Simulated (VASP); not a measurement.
Set up this calculation in VASP 6.6.1, as the native input.

- Task: single point
- Functional: revPBE
- Potentials or basis: VASP PAW PBE potentials, release 64 (Ti_sv)
- Cutoff: 500 eV
- k mesh: 11 × 11 × 6
- Occupations: gaussian, width 0.05 eV
- Spin: no spin polarisation
- Dipole correction: no
- Further INCAR settings: ALGO = Normal; EDIFF = 1e-06; NBANDS = 19

The structure of Ti lies in POSCAR:

```
Ti
1.0
    2.9500000000      0.0000000000      0.0000000000
   -1.4750000000      2.5547749412      0.0000000000
    0.0000000000      0.0000000000      4.6800000000
Ti
2
Direct
    0.3333333333      0.6666666667      0.2500000000
    0.6666666667      0.3333333333      0.7500000000
```

The input as run:

INCAR

```
PREC = Accurate
ENCUT = 500
EDIFF = 1E-6
ISMEAR = 0
SIGMA = 0.05
LREAL = F
LASPH = T
NELM = 120
ALGO = Normal
ISIF = 2
LWAVE = F
LCHARG = F
GGA = RE
NBANDS = 19
GGA_COMPAT = F
```

KPOINTS

```
regular mesh
0
Gamma
  11 11 6
```

Potentials or basis: VASP PAW PBE potentials, release 64 (Ti_sv).

Run with:

```console
$ cat potpaw_PBE.64/Ti_sv/POTCAR > POTCAR
$ mpirun -np 1 vasp_std > vasp.out
```

Results of the run:

```
Pressure               : 0.5 GPa
Band gap on the k mesh : zero (bands 12 and 13 overlap by 1.02 eV)
```

Caveat: the PAW data sets were made with another functional, which shifts forces and pressure a little.

Run time: 25 s on 1 thread of Intel(R) Xeon(R) Platinum 8375C CPU @ 2.90GHz (Ice Lake), with other jobs on the host, peak memory 0.17 GiB.
